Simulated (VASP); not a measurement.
Runs of VASP 6.6.1 on BeTe. The structure is that of space group I-4m2 (No. 119), or close to it. The cells are those of the table. 

```csv
cell,k mesh,smearing,gap on the mesh (eV),pressure (GPa)
"a = 3.976, b = 3.976, c = 3.800 Å, angles 61.5, 61.5, 57.1°, 2 atoms",8 × 8 × 8,fermi-dirac 0.02 eV,(b),4.7
"a = 3.981, b = 3.981, c = 3.840 Å, angles 61.2, 61.2, 57.7°, 2 atoms",8 × 8 × 8,fermi-dirac 0.02 eV,(a),3.7
"a = 3.981, b = 3.981, c = 3.840 Å, angles 61.2, 61.2, 57.7°, 2 atoms",4 × 4 × 4,gaussian 0.01 eV,1.56,4.2
"a = 3.976, b = 3.976, c = 3.800 Å, angles 61.5, 61.5, 57.1°, 2 atoms",4 × 4 × 4,gaussian 0.01 eV,(c),5.2
```

Alike in all rows: task single point; level PBE; potentials or basis VASP PAW PBE potentials, release 64 (Be, Te); no spin polarisation; cutoff (eV) 520.

Task: Fill in the values left out.

Result: (a) 1.57; (b) 1.45; (c) 1.44.

Caveats: some runs use coarse meshes; spin-orbit coupling is left out, which moves the levels of the heavy elements.

A k mesh can miss the band edges, and the runs leave out spin-orbit coupling on Te.
